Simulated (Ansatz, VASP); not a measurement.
# One calculation of CsI, two programs

```
Cs I
1.0
     4.61888    0.00000    0.00000
     0.00000    4.61888    0.00000
     0.00000    0.00000    4.61888
Cs I
1 1
Direct
  0.00000 0.00000 0.00000
  0.50000 0.50000 0.50000
```

Alike in both runs: task single point; functional PBE; k mesh 4 × 4 × 4; no spin polarisation.

|  | VASP | Ansatz |
| --- | --- | --- |
| version | VASP 6.6.1 | Ansatz 0.2.0 |
| potentials or method | VASP PAW PBE potentials, release 64 (Cs_sv, I) | plane waves, PAW |
| plane-wave cutoff (eV) | 500 | 420 |
| occupations | gaussian, width 0.01 eV | fixed |
| valence electrons in the cell | 16 | 26 |

Ansatz gave:

| Item | Value |
| --- | --- |
| gap on the k mesh at the Fermi level (eV) | 3.78 |
| pressure (GPa) | 0.3 |

Task: Estimate VASP's values.

Result: gap on the k mesh at the Fermi level (eV): 3.77; pressure (GPa): 0.4.

VASP's potentials hold 16 valence electrons a cell and Ansatz's 26, so a difference there can come from the potentials and not from the codes.

Neither program's run includes spin-orbit coupling.
